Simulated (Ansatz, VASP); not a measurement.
**Two plane-wave programs on Cu**

```
Cu
1.0
    11.36079    0.00000    0.00000
     0.00000    2.19769    0.00000
    -4.51243    0.00000   21.34976
Cu
1
Direct
  0.50000 0.50000 0.50000
```

Alike in both runs: task single point; functional r2SCAN; k mesh 3 × 13 × 2; occupations fermi-dirac, width 0.1 eV; no spin polarisation.

|  | VASP | Ansatz |
| --- | --- | --- |
| version | VASP 6.6.1 | Ansatz 0.2.0 |
| potentials or method | VASP PAW PBE potentials, release 64 (Cu), cutoff 660 eV | plane waves, PAW |
| valence electrons in the cell | 11 | 19 |

Ansatz gave:

```
pressure (GPa)                                                : 0.1
traceless stress, the component that is largest in VASP (GPa) : 0.18
```

Problem. What did VASP give for the same quantities?

Solution. Pressure (GPa): 0.1; traceless stress, the component that is largest in VASP (GPa): 0.20.

VASP's potentials were made for PBE, not for r2SCAN. With one functional, cell and mesh, what is left measures potentials, basis and numerics. VASP's potentials hold 11 valence electrons a cell and Ansatz's 19, so a difference there can come from the potentials and not from the codes. Ansatz's warnings: stress scf threshold loose.
